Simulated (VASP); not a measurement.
# SrTiO3 (Pmm2) in VASP: a series of runs

Runs on SrTiO3. Level: PBE. Tasks: single point.

All numbers are computed with VASP 6.6.1; they aren't measurements. Logs are shortened: lines on timing, memory, paths and dates and some standing lists are left out, and cuts for length are marked.

### 1 The cell of the first run

Symmetry: Pmm2, No. 25, orthorhombic system. The conventional cell has a = 3.845 Å, b = 3.982 Å, c = 3.982 Å, α = 90.00°, β = 90.00°, γ = 90.00°. Within 3.6 Å of Sr (site symmetry mm2) lie 12 O at 2.73 to 2.86 Å and 8 Ti at 3.39 to 3.43 Å. Ti (site symmetry mm2) has 6 O at 1.89 to 2.09 Å within 2.5 Å. O (site symmetry mm2) has 2 Ti at 1.89 to 2.09 Å within 2.5 Å. O (site symmetry mm2) has 2 Ti at 1.99 Å within 2.6 Å. Within 2.6 Å of O (site symmetry mm2) lie 2 Ti at 1.92 Å.

### 2 Single point, PBE (mode 1 frozen in at -0.058 Å, strain +e along z and -e/2 along x and y -0.0233)

INCAR

```
PREC = Accurate
ENCUT = 520
EDIFF = 1E-6
ISMEAR = 0
SIGMA = 0.05
LREAL = F
LASPH = T
NELM = 60
ALGO = Normal
ISIF = 2
LWAVE = F
LCHARG = F
GGA = PE
NBANDS = 28
```

KPOINTS

```
Automatic mesh
0
Gamma
  8 8 8
```

POSCAR

```
SrTiO3
1.0
    3.9822686081      0.0000000000      0.0000000000
    0.0000000000      3.9822686081      0.0000000000
    0.0000000000      0.0000000000      3.8446910982
Sr Ti O
1 1 3
Direct
    0.0020505763      0.0000000000      0.0000000000
    0.5096807686      0.5000000000      0.5000000000
   -0.0146326242      0.5000000000      0.5000000000
    0.4872194045      0.0000000000      0.5000000000
    0.4872194045      0.5000000000      0.0000000000
```

Potentials or basis: VASP PAW PBE potentials, release 64 (Sr_sv, Ti_sv, O).

Command:

```bash
$ cat potpaw_PBE.64/Sr_sv/POTCAR potpaw_PBE.64/Ti_sv/POTCAR potpaw_PBE.64/O/POTCAR > POTCAR
$ mpirun -np 1 vasp_std > vasp.out
```

OUTCAR:

```text
PREC = Accurate
   ENCUT = 520
   EDIFF = 1E-6
   ISMEAR = 0
   LREAL = F
   LASPH = T
   NELM = 60
   ISIF = 2
   GGA = PE

 ion  position               nearest neighbor table
   1  0.002  0.000  0.000-   4 2.73   4 2.73   3 2.77   3 2.77   3 2.77   3 2.77   5 2.77   5 2.77
                             4 2.81   4 2.81   5 2.86   5 2.86   2 3.39   2 3.39   2 3.39   2 3.39
   2  0.510  0.500  0.500-   3 1.89   5 1.92   5 1.92   4 1.99   4 1.99   3 2.09   1 3.39   1 3.39
                             1 3.39   1 3.39   1 3.43   1 3.43   1 3.43   1 3.43
   3  0.985  0.500  0.500-   2 1.89   2 2.09   1 2.77   1 2.77   1 2.77   1 2.77
   4  0.487  0.000  0.500-   2 1.99   2 1.99   1 2.73   1 2.73   1 2.81   1 2.81
   5  0.487  0.500  0.000-   2 1.92   2 1.92   1 2.77   1 2.77   1 2.86   1 2.86

  LATTYP: Found a simple tetragonal cell.
 ALAT       =     3.9822686081
 C/A-ratio  =     0.9654524786

  Lattice vectors:

 A1 = (   3.9822686081,   0.0000000000,   0.0000000000)
 A2 = (   0.0000000000,   3.9822686081,   0.0000000000)
 A3 = (   0.0000000000,   0.0000000000,   3.8446910982)

Analysis of symmetry for initial positions (statically):
=====================================================================
 Subroutine PRICEL returns:
 Original cell was already a primitive cell.

 Routine SETGRP: Setting up the symmetry group for a
 simple tetragonal supercell.

 Subroutine GETGRP returns: Found  4 space group operations
 (whereof  4 operations were pure point group operations)
 out of a pool of 16 trial point group operations.

The static configuration has the point symmetry C_2v.

Analysis of symmetry for dynamics (positions and initial velocities):
=====================================================================
 Subroutine PRICEL returns:
 Original cell was already a primitive cell.

 Routine SETGRP: Setting up the symmetry group for a
 simple tetragonal supercell.

 Subroutine GETGRP returns: Found  4 space group operations
 (whereof  4 operations were pure point group operations)
 out of a pool of 16 trial point group operations.

The dynamic configuration has the point symmetry C_2v.

 Subroutine INISYM returns: Found  4 space group operations
 (whereof  4 operations are pure point group operations),
 and found     1 'primitive' translations

----------------------------------------------------------------------------------------

                                     Primitive cell

  volume of cell :      60.9709

  direct lattice vectors                    reciprocal lattice vectors
     3.982268608  0.000000000  0.000000000     0.251113146  0.000000000  0.000000000
     0.000000000  3.982268608  0.000000000     0.000000000  0.251113146  0.000000000
     0.000000000  0.000000000  3.844691098     0.000000000  0.000000000  0.260098919

  length of vectors
     3.982268608  3.982268608  3.844691098     0.251113146  0.251113146  0.260098919

  position of ions in fractional coordinates (direct lattice)
     0.002050576  0.000000000  0.000000000
     0.509680769  0.500000000  0.500000000
     0.985367376  0.500000000  0.500000000
     0.487219405  0.000000000  0.500000000
     0.487219405  0.500000000  0.000000000

  ion indices of the primitive-cell ions
   primitive index   ion index
                 1           1
                 2           2
                 3           3
                 4           4
                 5           5

----------------------------------------------------------------------------------------

 KPOINTS: Automatic mesh

Automatic generation of k-mesh.
 Grid dimensions read from file:
 generate k-points for:    8    8    8

 Generating k-lattice:

  Cartesian coordinates                     Fractional coordinates (reciprocal lattice)
     0.031389143  0.000000000  0.000000000     0.125000000  0.000000000  0.000000000
     0.000000000  0.031389143  0.000000000     0.000000000  0.125000000  0.000000000
     0.000000000  0.000000000  0.032512365     0.000000000  0.000000000  0.125000000

  Length of vectors
     0.031389143  0.031389143  0.032512365

  Shift w.r.t. Gamma in fractional coordinates (k-lattice)
     0.000000000  0.000000000  0.000000000

 Subroutine IBZKPT returns following result:
 ===========================================

 Found    125 irreducible k-points:

 Following reciprocal coordinates:
            Coordinates               Weight
  0.000000  0.000000  0.000000      1.000000
  0.125000  0.000000  0.000000      2.000000
  0.000000  0.125000  0.000000      2.000000
  0.250000  0.000000  0.000000      2.000000
  0.000000  0.250000  0.000000      2.000000
  0.375000  0.000000  0.000000      2.000000
[... 16 lines left out ...]
  0.500000  0.375000  0.000000      2.000000
 -0.375000  0.500000  0.000000      2.000000
 [... further k-points ...]
   k-points           NKPTS =    125   k-points in BZ     NKDIM =    125   number of bands    NBANDS=     28
   number of dos      NEDOS =    301   number of ions     NIONS =      5
   total plane-waves  NPLWV =  27000
   dimension x,y,z NGX =    30 NGY =   30 NGZ =   30
   dimension x,y,z NGXF=    60 NGYF=   60 NGZF=   60
   ions per type =               1   1   3
   NGX,Y,Z   is equivalent  to a cutoff of  12.52, 12.52, 12.97 a.u.
   NGXF,Y,Z  is equivalent  to a cutoff of  25.05, 25.05, 25.94 a.u.
 SYSTEM =  unknown system
   PREC   = accura    normal or accurate (medium, high low for compatibility)
   ISTART =      0    job   : 0-new  1-cont  2-samecut
   ICHARG =      2    charge: 1-file 2-atom 10-const
   ISPIN  =      1    spin polarized calculation?
   LNONCOLLINEAR =      F non collinear calculations
   LSORBIT =      F    spin-orbit coupling
   LASPH  =      T    aspherical Exc in radial PAW
   ENCUT  =  520.0 eV  38.22 Ry    6.18 a.u.   7.40  7.40  7.15*2*pi/ulx,y,z
   NELM   =     60;   NELMIN=  2; NELMDL= -5     # of ELM steps
   EDIFF  = 0.1E-05   stopping-criterion for ELM
   LREAL  =      F    real-space projection
   EDIFFG = 0.1E-04   stopping-criterion for IOM
   NSW    =      0    number of steps for IOM
   IBRION =     -1    ionic relax: 0-MD 1-quasi-New 2-CG
   NFREE  =      0    steps in history (QN), initial steepest desc. (CG)
   ISIF   =      2    stress and relaxation
   ISYM   =      2    0-nonsym 1-usesym 2-fastsym
   POTIM  = 0.5000    time-step for ionic-motion
   TEBEG  =    0.0;   TEEND  =   0.0 temperature during run
   PSTRESS=    0.0 pullay stress
   NELECT =      40.0000    total number of electrons
   NUPDOWN=      -1.0000    fix difference up-down
   EMIN   =  10.00;   EMAX   =-10.00  energy-range for DOS
   EFERMI =   0.00;   METHOD = LEGACY
   ISMEAR =     0;   SIGMA  =   0.05  broadening in eV -4-tet -1-fermi 0-gaus
   EFERMI_NEDOS =   21; number of points for ismear=-14 and -15
   IALGO  =     38    algorithm
   IMIX   =      4    mixing-type and parameters
     AMIX     =   0.40;   BMIX     =  1.00
     AMIX_MAG =   1.60;   BMIX_MAG =  1.00
  volume/ion in A,a.u.               =      12.19        82.29
  Fermi-wavevector in a.u.,A,eV,Ry     =   1.422506  2.688146 27.531690  2.023522
  Thomas-Fermi vector in A             =   2.543202
   LORBIT       =      0    0 simple, 1 ext, 2 COOP (PROOUT), +10 PAW based schemes
   GGA     = PE    functional components
   LHFCALC =     F    Hartree Fock is set to
   AEXX    =    0.0000 exact exchange contribution
   IVDW    =     0    specifies the selected vdW correction
   LEPSILON=     F    determine dielectric tensor
   LRPA    =     F    only Hartree local field effects (RPA)
 non-spin polarized calculation
 Gauss-broadening in eV      SIGMA  =   0.05
  energy-cutoff  :      520.00
  volume of cell :       60.97
 maximum number of plane-waves:      1679
 NGX is ok and might be reduce to    30
   NGX = 15   NGY = 15   NGZ = 15

 number of electron      39.9999999 magnetization

 Free energy of the ion-electron system (eV)
  ---------------------------------------------------
  ext. energy  EPLUGINS =         0.00000000
  ---------------------------------------------------
  free energy    TOTEN  =       -40.07601577 eV

  energy without entropy =      -40.07601577  energy(sigma->0) =      -40.07601577

 E-fermi :   4.2533     XC(G=0): -11.1427

 val. band max:        4.0101720044   @ k =   0.5000   0.5000   0.5000
 cond. band min:       5.8518917711   @ k =   0.0000   0.0000   0.0000
 fundamental gap:      1.8417197667
 Fermi energy:         4.2533278618

 k-point     1 :       0.0000    0.0000    0.0000
  band No.  band energies     occupation
      1     -52.5262      2.00000
      2     -28.8952      2.00000
      3     -28.7771      2.00000
      4     -28.7751      2.00000
      5     -28.7510      2.00000
      6     -13.3915      2.00000
[... 20 lines left out ...]
     27       9.5128      0.00000
     28       9.9848      0.00000

 k-point     2 :       0.1250    0.0000    0.0000
  band No.  band energies     occupation
      1     -52.5260      2.00000
      2     -28.9055      2.00000
      3     -28.7768      2.00000
      4     -28.7702      2.00000
      5     -28.7506      2.00000
      6     -13.4035      2.00000
[... 20 lines left out ...]
     27       9.7472      0.00000
     28      10.3377      0.00000

 k-point     3 :       0.0000    0.1250    0.0000
  band No.  band energies     occupation
      1     -52.5260      2.00000
      2     -28.9032      2.00000
      3     -28.7768      2.00000
      4     -28.7751      2.00000
      5     -28.7479      2.00000
      6     -13.4107      2.00000
[... 20 lines left out ...]
     27       9.7480      0.00000
     28      10.3279      0.00000

 k-point     4 :       0.2500    0.0000    0.0000
  band No.  band energies     occupation
      1     -52.5256      2.00000
      2     -28.9288      2.00000
      3     -28.7760      2.00000
      4     -28.7597      2.00000
      5     -28.7499      2.00000
      6     -13.4679      2.00000
[... 578 lines left out ...]
     27      11.9363      0.00000
     28      12.8450      0.00000

 k-point    23 :       0.5000    0.3750    0.0000
  band No.  band energies     occupation
      1     -52.5241      2.00000
      2     -28.8897      2.00000
      3     -28.8037      2.00000
      4     -28.7955      2.00000
      5     -28.7732      2.00000
      6     -13.0771      2.00000
[... 20 lines left out ...]
     27      11.8025      0.00000
     28      13.2243      0.00000

 k-point    24 :      -0.3750    0.5000    0.0000
  band No.  band energies     occupation
      1     -52.5241      2.00000
      2     -28.8832      2.00000
      3     -28.8212      2.00000
      4     -28.7844      2.00000
      5     -28.7732      2.00000
      6     -13.0903      2.00000
[... 20 lines left out ...]
     27      11.7961      0.00000
     28      13.2661      0.00000

 [... further k-points ...]
[... 5 lines left out ...]
  --------------------------------------------------------------------------------------
  -------------------------------------------------------------------------------------
  Total       -0.0528254     -0.5900579      2.4723328      0.0000000      0.0000000      0.0000000
  in kB       -1.3881325    -15.5053888     64.9673205      0.0000000      0.0000000      0.0000000
  external PRESSURE =      16.0245997 kB  Pullay stress =       0.0000000 kB

 VOLUME and BASIS-vectors are now :
 -----------------------------------------------------------------------------
  energy-cutoff  :      520.00
  volume of cell :       60.97
      direct lattice vectors                 reciprocal lattice vectors
     3.982268608  0.000000000  0.000000000     0.251113146  0.000000000  0.000000000
     0.000000000  3.982268608  0.000000000     0.000000000  0.251113146  0.000000000
     0.000000000  0.000000000  3.844691098     0.000000000  0.000000000  0.260098919

 POSITION                                       TOTAL-FORCE (eV/Angst)
 -----------------------------------------------------------------------------------
      0.00817      0.00000      0.00000         0.058566      0.000000      0.000000
      2.02969      1.99113      1.92235         0.063443      0.000000      0.000000
      3.92400      1.99113      1.92235        -0.018395      0.000000      0.000000
      1.94024      0.00000      1.92235         0.001741      0.000000      0.000000
      1.94024      1.99113      0.00000        -0.105356      0.000000      0.000000
 -----------------------------------------------------------------------------------
    total drift:                                0.000914      0.000000      0.000003

  FREE ENERGIE OF THE ION-ELECTRON SYSTEM (eV)
  ---------------------------------------------------
  free  energy   TOTEN  =       -40.0760157711 eV

  energy  without entropy=      -40.0760157711  energy(sigma->0) =      -40.07601577
```

Run time: 3.6 min. Hardware: 1 thread of Intel Xeon Platinum 8488C (Sapphire Rapids), shared host; peak memory 0.32 GiB.

What came out:

```yaml
Free_energy: -40.0760 eV
Pressure: 1.6 GPa
Largest_force: 0.105 eV/Å
Band_gap_on_the_k_mesh: 1.84 eV, indirect (least direct gap 2.32 eV)
```

Forces in eV/Å, atoms in the order of the input:
```
Sr   0.059  0.000  0.000
Ti   0.063  0.000  0.000
O   -0.018  0.000  0.000
O    0.002  0.000  0.000
O   -0.105  0.000  0.000
```

Stress tensor (GPa, compression positive):
```
-0.14  0.00  0.00
 0.00 -1.55  0.00
 0.00  0.00  6.50
```

Levels at points of the mesh, in eV from the valence-band top:
```
           k point  band 18  band 19  band 20  band 21  band 22  band 23
(0.00, 0.00, 0.00)    -0.51    -0.49    -0.48     1.84     1.94     2.02
(0.50, 0.00, 0.00)    -1.95    -0.74    -0.72     1.99     3.61     3.63
(0.00, 0.50, 0.00)    -1.95    -0.92    -0.82     2.15     3.55     3.57
(0.50, 0.50, 0.00)    -1.70    -1.70    -0.23     3.56     3.64     3.99
(0.00, 0.00, 0.50)    -1.98    -0.94    -0.86     2.11     3.86     3.89
(0.50, 0.00, 0.50)    -1.51    -1.50    -0.14     3.62     3.88     4.19
(0.00, 0.50, 0.50)    -1.58    -1.58    -0.09     3.58     3.90     4.19
(0.50, 0.50, 0.50)    -0.12    -0.06     0.00     4.20     4.38     4.39
```

Caveat: the cell differs from its parent crystal (mode 1 frozen in at -0.058 Å, strain +e along z and -e/2 along x and y -0.0233). A k mesh can miss the band edges.

(Part 1 of 2 ends here.)
